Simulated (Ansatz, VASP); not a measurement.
Ge: VASP beside Ansatz

INCAR

```
PREC = Accurate
ENCUT = 520
EDIFF = 1E-6
ISMEAR = 0
SIGMA = 0.1
LREAL = F
LASPH = T
NELM = 80
ALGO = Normal
ISIF = 2
LWAVE = F
LCHARG = F
GGA = PS
NBANDS = 13
```

The input KPOINTS:

```
Automatic mesh
0
Gamma
  16 16 16
```

POSCAR

```
Ge
1.0
   -1.8237565107      1.8237565107      1.8237565107
    1.8237565107     -1.8237565107      1.8237565107
    1.8237565107      1.8237565107     -1.8237565107
Ge
1
Direct
    0.0000000000      0.0000000000      0.0000000000
```

Input for Ansatz:

```yaml
crystal:
  lattice:
    - [-1.8237565107, 1.8237565107, 1.8237565107]
    - [1.8237565107, -1.8237565107, 1.8237565107]
    - [1.8237565107, 1.8237565107, -1.8237565107]
  atoms:
    - { symbol: Ge, position: [0.0, 0.0, 0.0] }
basis:
  ecutwfc: 420
kpoints:
  mp_grid: { grid: [16, 16, 16] }
hamiltonian:
  xc: pbesol
scf:
  occupations: { method: gaussian, width: 0.1 }
output:
  forces: true
  stress: true
  eigenvalues: true
  populations: true
```

Alike in both runs: task single point; functional PBEsol; k mesh 16 × 16 × 16; occupations gaussian, width 0.1 eV; no spin polarisation.

```csv
,VASP,Ansatz
version,VASP 6.6.1,Ansatz 0.2.0
potentials or method,"VASP PAW PBE potentials, release 64 (Ge_d), cutoff 520 eV","scalar-relativistic, plane waves, PAW"
valence electrons in the cell,14,14
```

|  | VASP | Ansatz | Ansatz less VASP |
| --- | --- | --- | --- |
| gap on the k mesh at the Fermi level (eV) | none | none | - |
| pressure (GPa) | -11.5 | -11.4 | +0.07 |

VASP's potentials were made for PBE, not for PBEsol. A gap of «none» marks a metal or a gap that the smearing closes.
